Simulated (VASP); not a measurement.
Wanted: the native input for a VASP 6.6.1 run.

```
Task                   : single point
Functional             : PBE
Potentials or basis    : VASP PAW PBE potentials, release 64 (Si)
Cutoff                 : 520 eV
k mesh                 : 10 × 10 × 10
Occupations            : gaussian, width 0.05 eV
Spin                   : no spin polarisation
Dipole correction      : no
Further INCAR settings : ALGO = Normal; EDIFF = 1e-06; NBANDS = 16
```

The structure of Si lies in POSCAR:

```
Si
1.0
   -4.0230638183      4.0230638183      1.9304179815
    4.0230638183     -4.0230638183      1.9304179815
    3.6717775805      3.6717775805     -1.9304179815
Si
4
Direct
    0.1786105079      0.1786105079      0.3572210158
    0.8213894921      0.8213894921      0.6427789842
    0.1786105079      0.8213894921      0.0000000000
    0.8213894921      0.1786105079      0.0000000000
```

The input as run:

INCAR

```
  ALGO = Normal
  EDIFF = 1E-6
  ENCUT = 520
  GGA = PE
  ISIF = 2
  ISMEAR = 0
  LASPH = True
  LCHARG = False
  LREAL = False
  LWAVE = False
  NBANDS = 16
  NELM = 100
  PREC = Accurate
  SIGMA = 0.05
```

KPOINTS

```
k-points
0
Gamma
  10 10 10
```

Potentials or basis: VASP PAW PBE potentials, release 64 (Si).

Command:

```sh
$ cat potpaw_PBE.64/Si/POTCAR > POTCAR
$ mpirun -np 1 vasp_std > vasp.out
```

Results of the run:

* Pressure: -10.9 GPa
* Largest force: 0.486 eV/Å
* Band gap on the k mesh: zero (bands 8 and 9 overlap by 0.20 eV)

Caveat: the stress differs along the axes, from -15 to -3 GPa; semilocal functionals underestimate gaps, and a narrow one can read as zero.

It took 5.8 min on 1 thread of Intel(R) Xeon(R) Platinum 8259CL CPU @ 2.50GHz (Skylake/Cascade Lake) (shared host), peak memory 0.43 GiB.
